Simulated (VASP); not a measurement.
**LiF: single point with PBE**

The system is LiF.

```
Li F
1.0
     0.00000    2.01400    2.01400
     2.01400    0.00000    2.01400
     2.01400    2.01400    0.00000
Li F
1 1
Direct
  0.00000 0.00000 0.00000
  0.50000 0.50000 0.50000
```

| Property | Result |
| --- | --- |
| Program | VASP 6.6.1 |
| Task | single point |
| Functional | PBE |
| Potentials or basis | VASP PAW PBE potentials, release 64 (Li_sv, F) |
| Cutoff | 520 eV |
| k mesh | 10 × 10 × 10 |
| Occupations | fermi-dirac, width 0.03 eV |
| Spin | no spin polarisation |
| Dipole correction | no |
| Further INCAR settings | ALGO = Normal; EDIFF = 1e-06; NBANDS = 12 |

| Item | Value |
| --- | --- |
| Band gap on the k mesh | 9.09 eV, direct |

Levels at points of the mesh, in eV from the valence-band top:
```
           k point  band 1  band 2  band 3  band 4  band 5  band 6  band 7  band 8  band 9  band 10
(0.00, 0.00, 0.00)  -40.92  -19.97    0.00    0.00    0.00    9.09   23.97   23.97   23.97    24.32
(0.50, 0.00, 0.00)  -40.86  -19.54   -2.52   -0.23   -0.23   10.77   16.74   18.90   18.90    30.37
(0.50, 0.50, 0.00)  -40.85  -19.27   -3.00   -1.00   -1.00   14.81   16.47   17.45   20.24    20.24
```

Wall time 13 s on 1 thread of AMD EPYC 7R43 64-Core Processor (Zen 3) (shared host), peak memory 0.09 GiB.

 A k mesh can miss the band edges.
